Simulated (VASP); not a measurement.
# TePb (Fm-3m) in VASP: notebook, part 3 of 3

VASP 6.6.1. Earlier steps stand in the parts before.

**5. Vibrations by perturbation theory, LDA**

INCAR reads:

```
SYSTEM = TePb
ALGO     = Normal         ! electronic algorithm
EDIFF    = 1E-8           ! SCF threshold, eV
ENCUT    = 520            ! plane-wave cutoff, eV
IBRION   = 8              ! ionic algorithm
ISIF     = 2              ! what is computed and relaxed
ISMEAR   = 0              ! smearing method
LASPH    = .TRUE.         ! aspherical terms in the spheres
LCHARG   = .FALSE.        ! write CHGCAR
LEPSILON = .TRUE.         ! dielectric tensor by DFPT
LREAL    = .FALSE.        ! projectors in reciprocal space
LWAVE    = .FALSE.        ! write WAVECAR
NBANDS   = 17             ! bands
NELM     = 60             ! most SCF steps
NSW      = 1              ! ionic steps
PREC     = Accurate       ! precision mode
SIGMA    = 0.01           ! smearing width, eV
```

KPOINTS reads:

```
k-points
0
G
  6 6 6
  0 0 0
```

POSCAR reads:

```
TePb
1.0
    0.0000000000      3.2310000000      3.2310000000
    3.2310000000      0.0000000000      3.2310000000
    3.2310000000      3.2310000000      0.0000000000
Pb Te
1 1
Direct
    0.0000000000      0.0000000000      0.0000000000
    0.5000000000      0.5000000000      0.5000000000
```

Potentials or basis: VASP PAW LDA potentials, release 64 (Pb_d, Te).

Run with:

```bash
cat potpaw_LDA.64/Pb_d/POTCAR potpaw_LDA.64/Te/POTCAR > POTCAR
mpirun -np 1 vasp_std > vasp.out
```

OUTCAR:

```text
SYSTEM = TePb
   EDIFF = 1E-8
   ENCUT = 520
   IBRION = 8
   ISIF = 2
   ISMEAR = 0
   LASPH = .TRUE.
   LEPSILON = .TRUE.
   LREAL = .FALSE.
   NELM = 60
   NSW = 1
   PREC = Accurate

 ion  position               nearest neighbor table
   1  0.000  0.000  0.000-   2 3.23   2 3.23   2 3.23   2 3.23   2 3.23   2 3.23
   2  0.500  0.500  0.500-   1 3.23   1 3.23   1 3.23   1 3.23   1 3.23   1 3.23

  LATTYP: Found a face centered cubic cell.
 ALAT       =     6.4620000000

  Lattice vectors:

 A1 = (   0.0000000000,   3.2310000000,   3.2310000000)
 A2 = (   3.2310000000,   0.0000000000,   3.2310000000)
 A3 = (   3.2310000000,   3.2310000000,   0.0000000000)

Analysis of symmetry for initial positions (statically):
=====================================================================
 Subroutine PRICEL returns:
 Original cell was already a primitive cell.

 Routine SETGRP: Setting up the symmetry group for a
 face centered cubic supercell.

 Subroutine GETGRP returns: Found 48 space group operations
[... 9 lines left out ...]

 Routine SETGRP: Setting up the symmetry group for a
 face centered cubic supercell.

 Subroutine GETGRP returns: Found 48 space group operations
[... 11 lines left out ...]
                                     Primitive cell

  volume of cell :      67.4592

  direct lattice vectors                    reciprocal lattice vectors
     0.000000000  3.231000000  3.231000000    -0.154750851  0.154750851  0.154750851
     3.231000000  0.000000000  3.231000000     0.154750851 -0.154750851  0.154750851
     3.231000000  3.231000000  0.000000000     0.154750851  0.154750851 -0.154750851

  length of vectors
     4.569324020  4.569324020  4.569324020     0.268036337  0.268036337  0.268036337

  position of ions in fractional coordinates (direct lattice)
     0.000000000  0.000000000  0.000000000
     0.500000000  0.500000000  0.500000000

  ion indices of the primitive-cell ions
   primitive index   ion index
                 1           1
                 2           2

----------------------------------------------------------------------------------------

 KPOINTS: k-points

Automatic generation of k-mesh.
 Grid dimensions read from file:
 generate k-points for:    6    6    6

 Generating k-lattice:

  Cartesian coordinates                     Fractional coordinates (reciprocal lattice)
    -0.025791809  0.025791809  0.025791809     0.166666667  0.000000000  0.000000000
     0.025791809 -0.025791809  0.025791809     0.000000000  0.166666667  0.000000000
[... 476 lines left out ...]
     0.00000  0.00999  0.00000           (  0.00000  0.00002  0.00000)
     0.00000 -0.00000 -0.01385           (  0.00000  0.00000 -0.00001)

 PIEZOELECTRIC TENSOR FIELD DIRECTION 3  (C/m^2)
 -----------------------------------------------------------------------------
     0.00237  0.00000  0.00000
     0.00000  0.00237  0.00000
     0.00000 -0.00000 -0.00329

--------------------------------------- Ionic step        4  -------------------------------------------

------------------------ aborting loop because EDIFF is reached ----------------------------------------

[... ionic steps 5 to 6 ...]

--------------------------------------- Ionic step        7  -------------------------------------------

 Free energy of the ion-electron system (eV)
  ---------------------------------------------------
  ---------------------------------------------------
  free energy    TOTEN  =        -0.05018734 eV

  energy without entropy =       -0.05018734

------------------------ aborting loop because EDIFF is reached ----------------------------------------

 INTERNAL STRAIN TENSOR  FOR ION    2  DIRECTION 1   (eV/Angst):
 -----------------------------------------------------------------------------
     0.00027  0.00000  0.00000
     0.00000  0.00805  0.00000
     0.00000  0.00000  0.00805

 MACROSCOPIC STATIC DIELECTRIC TENSOR (including local field effects in DFT)
 ------------------------------------------------------
          33.146325     0.000000     0.000000
          -0.000000    33.146325    -0.000000
           0.000000     0.000000    33.146325
 ------------------------------------------------------

 PIEZOELECTRIC TENSOR (including local field effects)  for field in x, y, z        (e  Angst)
          XX          YY          ZZ          XY          YZ          ZX
  --------------------------------------------------------------------------------
  x     0.00000     0.00000     0.00000     0.00000     0.00000     0.00000
  y     0.00000     0.00000     0.00000     0.00000     0.00000     0.00000
  z     0.00000     0.00000     0.00000     0.00000     0.00000     0.00000

 PIEZOELECTRIC TENSOR (including local field effects)  for field in x, y, z        (C/m^2)
          XX          YY          ZZ          XY          YZ          ZX
  --------------------------------------------------------------------------------
  x     0.00000     0.00000     0.00000     0.00000     0.00000     0.00000
  y     0.00000     0.00000     0.00000     0.00000     0.00000     0.00000
  z     0.00000     0.00000     0.00000     0.00000     0.00000     0.00000

 BORN EFFECTIVE CHARGES (including local field effects) (in |e|, cummulative output)
 ---------------------------------------------------------------------------------
 ion    1
    1     5.67963     0.00000     0.00000
    2     0.00000     5.67963     0.00000
    3     0.00000     0.00000     5.67963
 ion    2
    1    -5.67963     0.00000     0.00000
    2     0.00000    -5.67963     0.00000
    3     0.00000     0.00000    -5.67963

 INTERNAL STRAIN TENSOR FOR ION    2 for displacements in x,y,z  (eV/Angst):
          X           Y           Z          XY          YZ          ZX
  --------------------------------------------------------------------------------
  x     0.00000     0.00000     0.00000     0.00000     0.00000     0.00000
  y     0.00000     0.00000     0.00000     0.00000     0.00000     0.00000
  z     0.00000     0.00000     0.00000     0.00000     0.00000     0.00000

 SECOND DERIVATIVES (NOT SYMMETRIZED)
 ------------------------------------
               1X          1Y          1Z          2X          2Y          2Z
  1X    -0.045131    0.000000    0.000000    0.045131    0.000000    0.000000
  1Y     0.000000   -0.045131    0.000000    0.000000    0.045131    0.000000
  1Z     0.000000    0.000000   -0.045131    0.000000    0.000000    0.045131
  2X     0.032700    0.000000    0.000000   -0.032700    0.000000    0.000000
  2Y     0.000000    0.032700    0.000000    0.000000   -0.032700    0.000000
  2Z     0.000000    0.000000    0.032700    0.000000    0.000000   -0.032700

 Eigenvectors and eigenvalues of the dynamical matrix
 ----------------------------------------------------

   1 f  =    0.341489 THz     2.145638 2PiTHz   11.390843 cm-1     1.412284 meV
             X         Y         Z           dx          dy          dz
      0.000000  0.000000  0.000000     0.678199    0.000000    0.000000
      3.231000  3.231000  3.231000    -0.734878    0.000000    0.000000
[... 21 lines left out ...]
   6 f/i=    0.027356 THz     0.171884 2PiTHz    0.912504 cm-1     0.113136 meV
             X         Y         Z           dx          dy          dz
      0.000000  0.000000  0.000000    -0.018549    0.260180    0.687028
      3.231000  3.231000  3.231000    -0.017119    0.240114    0.634040

--------------------------------------------------------------------------------------------------------

 MACROSCOPIC STATIC DIELECTRIC TENSOR IONIC CONTRIBUTION
 ------------------------------------------------------
        2195.702690     0.000000     0.000000
           0.000000  2195.702690     0.000000
           0.000000     0.000000  2195.702690
 ------------------------------------------------------

 ELASTIC MODULI CONTR FROM IONIC RELAXATION (kBar)
 Direction    XX          YY          ZZ          XY          YZ          ZX
 --------------------------------------------------------------------------------
 XX           0.0000      0.0000      0.0000      0.0000      0.0000      0.0000
 YY           0.0000      0.0000      0.0000      0.0000      0.0000      0.0000
 ZZ           0.0000      0.0000      0.0000      0.0000      0.0000      0.0000
 XY           0.0000      0.0000      0.0000      0.0000      0.0000      0.0000
 YZ           0.0000      0.0000      0.0000      0.0000      0.0000      0.0000
 ZX           0.0000      0.0000      0.0000      0.0000      0.0000      0.0000
 --------------------------------------------------------------------------------

 PIEZOELECTRIC TENSOR IONIC CONTR  for field in x, y, z        (C/m^2)
          XX          YY          ZZ          XY          YZ          ZX
  --------------------------------------------------------------------------------
  x     0.00000     0.00000     0.00000     0.00000     0.00000     0.00000
  y     0.00000     0.00000     0.00000     0.00000     0.00000     0.00000
  z     0.00000     0.00000     0.00000     0.00000     0.00000     0.00000
```

Run time: 11 min. Hardware: 1 thread of AMD EPYC 7R43 (Zen 3), shared host; peak memory 0.23 GiB.

What came out:

```yaml
Electronic_dielectric_tensor_diagonal: 33.15
Born_charges_mean_of_the_diagonal: Pb +5.68; Te -5.68 e
Highest_phonon_frequency_at_Γ_LO-TO_splitting_left_out: 11 cm⁻¹
```

Phonon frequencies in cm⁻¹ (negative: imaginary):
```tsv
q point	frequencies
(0.000, 0.000, 0.000)	-1 -1 -1 11 11 11
```

Electronic dielectric tensor:
```
33.15  0.00  0.00
 0.00 33.15  0.00
 0.00  0.00 33.15
```

Born effective charge tensors (e):
atom 1, Pb
```
5.68 0.00 0.00
0.00 5.68 0.00
0.00 0.00 5.68
```
atom 2, Te
```
-5.68  0.00  0.00
 0.00 -5.68  0.00
 0.00  0.00 -5.68
```

Caveat: the cell wasn't relaxed at this level first, which shifts response properties; spin-orbit coupling is left out, which moves the levels of the heavy elements.
